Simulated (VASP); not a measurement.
# BaTiO3 in VASP: further runs, part 2 of 2

VASP 6.6.1. Earlier steps stand in the parts before.

## (4) Relaxation of cell and atoms, PBE+U, target pressure 4 GPa, at which the enthalpy is minimised

This run uses another cell than the first one, of 12.79 Å³/atom, 1.193 times its volume.

INCAR

```
SYSTEM = BaTiO3
PREC     = Accurate       ! precision mode
ENCUT    = 600            ! plane-wave cutoff, eV
EDIFF    = 1E-6           ! SCF threshold, eV
ISMEAR   = 0              ! smearing method
SIGMA    = 0.02           ! smearing width, eV
LREAL    = .False.        ! projectors in reciprocal space
LASPH    = .True.         ! aspherical terms in the spheres
NELM     = 150            ! most SCF steps
ALGO     = Normal         ! electronic algorithm
ISIF     = 3              ! what is computed and relaxed
LWAVE    = .False.        ! write WAVECAR
LCHARG   = .False.        ! write CHGCAR
LMAXMIX  = 4              ! l up to which the mixer works
LDAU     = .True.         ! DFT+U
LDAUTYPE = 2            
LDAUL    = -1 2 -1        ! shell
LDAUU    = 0 4 0          ! U, eV
LDAUJ    = 0 0 0        
LDAUPRINT= 1            
GGA      = PE             ! functional
IBRION   = 2              ! ionic algorithm
NSW      = 70             ! ionic steps
EDIFFG   = -0.008         ! ionic threshold
PSTRESS  = 40.0
```

KPOINTS

```
regular mesh
0
Gamma
  8 8 8
  0 0 0
```

POSCAR

```
BaTiO3
1.0
    3.9696208749      0.0000000000      0.0000000000
    0.0000000000      3.9696208749      0.0000000000
    0.0000000000      0.0000000000      4.0575396508
Ba Ti O
1 1 3
Direct
    0.5000000000      0.5000000000      0.5828872000
    0.0000000000      0.0000000000      0.0963744491
    0.0000000000      0.5000000000      0.0641917929
    0.5000000000      0.0000000000      0.0641917929
    0.0000000000      0.0000000000      0.5523517552
```

Command:

```sh
$ cat potpaw_PBE.64/Ba_sv/POTCAR potpaw_PBE.64/Ti_sv/POTCAR potpaw_PBE.64/O/POTCAR > POTCAR
$ mpirun -np 1 vasp_std > vasp.out
```

Wall time 6 min (1 thread of Intel Xeon 6975P-C (Granite Rapids), shared host); peak memory 0.29 GiB.

Results (log left out):

```yaml
Free_energy: -37.3322 eV
Relaxed_volume: 13.02 Å³/atom
Relaxed_cell: a = 4.023 Å, b = 4.023 Å, c = 4.023 Å, α = 90.00°, β = 90.00°, γ = 90.00°
Space_group_after_relaxing_to_0.05_Å: Pm-3m (No. 221)
Energy_change_on_relaxing_the_enthalpy_is_what_falls: -19.9 meV/atom
Ionic_steps: 17
Pressure_after_relaxing: 4.0 GPa
Largest_force_after_relaxing: 0.004 eV/Å
Band_gap_on_the_k_mesh: 2.18 eV, indirect (least direct gap 2.38 eV)
```

Forces in eV/Å, atoms in the order of the input:
```
Ba   0.000  0.000  0.000
Ti   0.000  0.000 -0.003
O    0.000  0.000 -0.001
O    0.000  0.000 -0.001
O    0.000  0.000  0.004
```

The path:
```tsv
step	energy change (eV)	largest force (eV/Å)	pressure (GPa)	volume (Å³)
1	0.0000	0.8043	9.59	63.94
2	-0.0975	0.2353	-2.55	68.16
3	-0.0936	0.2231	3.37	65.88
4	-0.0926	0.2313	3.45	65.84
5	-0.0932	0.1867	3.76	65.59
6	-0.0857	0.1249	5.02	64.85
7	-0.1003	0.0988	3.70	65.29
8	-0.1023	0.0943	3.54	65.37
9	-0.1016	0.0631	3.68	65.27
10	-0.0993	0.0238	3.99	65.14
11	-0.0987	0.0276	4.05	65.11
12	-0.0996	0.0116	4.00	65.14
13	-0.0997	0.0081	3.98	65.14
14	-0.0997	0.0086	3.98	65.14
15	-0.0996	0.0103	3.99	65.14
16	-0.0997	0.0091	3.98	65.14
17	-0.0993	0.0038	4.01	65.12
```

Final structure:
```
Ba Ti O
1.0
     4.02342    0.00000    0.00000
     0.00000    4.02342    0.00000
     0.00000    0.00000    4.02303
Ba Ti O
1 1 3
Direct
  0.50000 0.50000 0.57206
  0.00000 0.00000 0.07222
  0.00000 0.50000 0.07194
  0.50000 0.00000 0.07194
  0.00000 0.00000 0.57183
```

Levels at points of the mesh, in eV from the valence-band top:
```csv
k point,band 18,band 19,band 20,band 21,band 22,band 23
"(0.00, 0.00, 0.00)",-0.20,-0.20,-0.20,2.18,2.18,2.18
"(0.50, 0.00, 0.00)",-1.72,-0.78,-0.78,2.36,3.84,3.84
"(0.50, 0.50, 0.00)",-0.90,-0.90,-0.09,3.85,3.85,4.27
"(0.00, 0.00, 0.50)",-1.73,-0.78,-0.78,2.36,3.84,3.84
"(0.50, 0.00, 0.50)",-0.90,-0.90,-0.09,3.85,3.85,4.27
"(0.50, 0.50, 0.50)",0.00,0.00,0.00,4.50,4.50,4.50
```

Eigenvalues of the final occupation matrices:
```tsv
site	spin	trace	eigenvalues
site 2 d	1	0.78	0.10 0.10 0.10 0.23 0.23
site 2 d	2	0.78	0.10 0.10 0.10 0.23 0.23
```

Caveat: the cell is relaxed towards a set pressure, so the enthalpy falls and the energy may rise; spin-orbit coupling is left out, which moves the levels of the heavy elements. A k mesh can miss the band edges.

## (5) Single point, PBE+U

This run uses another cell than the first one, of 9.77 Å³/atom, 0.911 times its volume.

INCAR

```
SYSTEM = BaTiO3
PREC = Accurate
ENCUT = 910
EDIFF = 1E-6
ISMEAR = 0
SIGMA = 0.02
LREAL = .FALSE.
LASPH = .TRUE.
NELM = 200
ALGO = Normal
ISIF = 2
LWAVE = .FALSE.
LCHARG = .FALSE.
LMAXMIX = 4
LDAU = .TRUE.
LDAUTYPE = 2
LDAUL = -1 2 -1
LDAUU = 0 4 0
LDAUJ = 0 0 0
LDAUPRINT = 1
GGA = PE
NBANDS = 28
GGA_COMPAT = .FALSE.
```

KPOINTS

```
regular mesh
0
G
  8 8 8
  0 0 0
```

POSCAR

```
BaTiO3
1.0
    3.6552359526      0.0000000000      0.0000000000
    0.0000000000      3.6552359526      0.0000000000
    0.0000000000      0.0000000000      3.6552396095
Ba Ti O
1 1 3
Direct
    0.5000000000      0.5000000000      0.5719993980
    0.0000000000      0.0000000000      0.0719993980
    0.0000000000      0.5000000000      0.0719993980
    0.5000000000      0.0000000000      0.0719993980
    0.0000000000      0.0000000000      0.5719993980
```

Potentials or basis: VASP PAW PBE potentials, release 64 (Ba_sv, Ti_sv, O_h).

Command:

```sh
$ cat potpaw_PBE.64/Ba_sv/POTCAR potpaw_PBE.64/Ti_sv/POTCAR potpaw_PBE.64/O_h/POTCAR > POTCAR
$ mpirun -np 1 vasp_std > vasp.out
```

OUTCAR:

```text
SYSTEM = BaTiO3
   PREC = Accurate
   ENCUT = 910
   EDIFF = 1E-6
   ISMEAR = 0
   LREAL = .FALSE.
   LASPH = .TRUE.
   NELM = 200
   ISIF = 2
   GGA = PE

 ion  position               nearest neighbor table
   1  0.500  0.500  0.572-   5 2.58   5 2.58   5 2.58   5 2.58   4 2.58   4 2.58   4 2.58   4 2.58
                             3 2.58   3 2.58   3 2.58   3 2.58   2 3.17   2 3.17   2 3.17   2 3.17
   2  0.000  0.000  0.072-   3 1.83   4 1.83   3 1.83   4 1.83   5 1.83   5 1.83   1 3.17   1 3.17
                             1 3.17   1 3.17   1 3.17   1 3.17   1 3.17   1 3.17
   3  0.000  0.500  0.072-   2 1.83   2 1.83   1 2.58   1 2.58   1 2.58   1 2.58
   4  0.500  0.000  0.072-   2 1.83   2 1.83   1 2.58   1 2.58   1 2.58   1 2.58
   5  0.000  0.000  0.572-   2 1.83   2 1.83   1 2.58   1 2.58   1 2.58   1 2.58

  LATTYP: Found a simple cubic cell.
 ALAT       =     3.6552359526

  Lattice vectors:

 A1 = (   3.6552359526,   0.0000000000,   0.0000000000)
 A2 = (   0.0000000000,   3.6552359526,   0.0000000000)
 A3 = (   0.0000000000,   0.0000000000,   3.6552396095)

Analysis of symmetry for initial positions (statically):
=====================================================================
 Subroutine PRICEL returns:
 Original cell was already a primitive cell.
[... 221 lines left out ...]
 Fermi energy:         7.2133119456

 k-point     1 :       0.0000    0.0000    0.0000
  band No.  band energies     occupation
      1     -49.4756      2.00000
      2     -25.8626      2.00000
      3     -25.8626      2.00000
      4     -25.8626      2.00000
      5     -17.7833      2.00000
      6     -10.4932      2.00000
[... 733 lines left out ...]
     27      17.4770      0.00000
     28      17.8661      0.00000

 [... further k-points ...]

------------------------ aborting loop because EDIFF is reached ----------------------------------------

  FORCE on cell =-STRESS in cart. coord.  units (eV):
  Direction    XX          YY          ZZ          XY          YZ          ZX
  --------------------------------------------------------------------------------------
  -------------------------------------------------------------------------------------
  Total       30.0429766     30.0429766     30.0430367      0.0000000      0.0000000     -0.0000000
  in kB      985.6139840    985.6139840    985.6159561      0.0000000      0.0000000     -0.0000000
  external PRESSURE =     985.6146413 kB  Pullay stress =       0.0000000 kB

 VOLUME and BASIS-vectors are now :
 -----------------------------------------------------------------------------
  energy-cutoff  :      910.00
  volume of cell :       48.84
      direct lattice vectors                 reciprocal lattice vectors
     3.655235953  0.000000000  0.000000000     0.273580150  0.000000000  0.000000000
     0.000000000  3.655235953  0.000000000     0.000000000  0.273580150  0.000000000
     0.000000000  0.000000000  3.655239610     0.000000000  0.000000000  0.273579876

 POSITION                                       TOTAL-FORCE (eV/Angst)
 -----------------------------------------------------------------------------------
      1.82762      1.82762      2.09079         0.000000     -0.000000      0.000000
      0.00000      0.00000      0.26318         0.000000     -0.000000      0.000000
      0.00000      1.82762      0.26318         0.000000      0.000000      0.000000
      1.82762      0.00000      0.26318        -0.000000      0.000000      0.000000
      0.00000      0.00000      2.09079         0.000000     -0.000000     -0.000000
 -----------------------------------------------------------------------------------
    total drift:                                0.000000     -0.000000      0.000217

  FREE ENERGIE OF THE ION-ELECTRON SYSTEM (eV)
  ---------------------------------------------------
  free  energy   TOTEN  =       -33.1728740409 eV

  energy  without entropy=      -33.1728740409  energy(sigma->0) =      -33.17287404
```

stdout:

```text
POSCAR found type information on POSCAR BaTiO
 POSCAR found :  3 types and       5 ions
 scaLAPACK will be used
 LDA part: xc-table for (Slater+PW92), standard interpolation
 POSCAR, INCAR and KPOINTS ok, starting setup
 FFT: planning ... GRIDC
 FFT: planning ... GRID_SOFT
 FFT: planning ... GRID
 WAVECAR not read
 entering main loop
```

Wall time 2.5 min (1 thread of AMD EPYC 7R43 (Zen 3), shared host); peak memory 0.24 GiB.

What came out:

| Item | Value |
| --- | --- |
| Free energy | -33.1729 eV |
| Pressure | 98.6 GPa |
| Band gap on the k mesh | 2.55 eV, direct |

Levels at points of the mesh, in eV from the valence-band top:
| k point | band 18 | band 19 | band 20 | band 21 | band 22 | band 23 |
| --- | --- | --- | --- | --- | --- | --- |
| (0.00, 0.00, 0.00) | 0.00 | 0.00 | 0.00 | 2.55 | 2.55 | 2.55 |
| (0.50, 0.00, 0.00) | -2.15 | -0.86 | -0.86 | 2.92 | 5.31 | 5.31 |
| (0.50, 0.50, 0.00) | -0.74 | -0.74 | -0.38 | 5.35 | 5.35 | 5.82 |
| (0.50, 0.50, 0.50) | -0.24 | -0.24 | -0.24 | 6.41 | 6.41 | 6.41 |

Eigenvalues of the final occupation matrices:
| site | spin | trace | eigenvalues |
| --- | --- | --- | --- |
| site 2 d | 1 | 1.00 | 0.12 0.12 0.12 0.31 0.31 |
| site 2 d | 2 | 1.00 | 0.12 0.12 0.12 0.31 0.31 |

Caveat: the cutoff is under 1.25 times the usual one of these potentials, so pressure, stress and relaxed cells hold a basis-set (Pulay) error; spin-orbit coupling is left out, which moves the levels of the heavy elements.

## (6) Overview

```csv
task,potentials or basis,cell,cutoff (eV),second run,gap on the mesh (eV),pressure (GPa)
relaxation of cell and atoms,"VASP PAW PBE potentials, release 64 (Ba_sv, Ti_sv, O)","relaxed to 50 GPa from a = 3.770 Å, 5 atoms",600,-,2.56,49.9
relaxation of cell and atoms,"VASP PAW PBE potentials, release 64 (Ba_sv, Ti_sv, O)","relaxed to 90 GPa from a = 3.671 Å, 5 atoms",600,-,2.55,90.0
relaxation of cell and atoms,"VASP PAW PBE potentials, release 64 (Ba_sv, Ti_sv, O)","relaxed to 4 GPa from a = 3.970, b = 3.970, c = 4.058 Å, 5 atoms",600,-,2.18,4.0
single point,"VASP PAW PBE potentials, release 64 (Ba_sv, Ti_sv, O_h)","a = 3.655 Å, 5 atoms",910,hard_potentials,2.55,98.6
```

Alike in all rows: level PBE+U; no spin polarisation; Ti d U = 4.0 eV; k mesh 8 × 8 × 8; smearing gaussian 0.02 eV.

Caveats: spin-orbit coupling is left out, which moves the levels of the heavy elements; the cell is relaxed towards a set pressure, so the enthalpy falls and the energy may rise (some runs); the cutoff is under 1.25 times the usual one of these potentials, so pressure, stress and relaxed cells hold a basis-set (Pulay) error (some runs).

Total energies depend on the potentials used, so only differences within one code and one set of settings carry meaning.
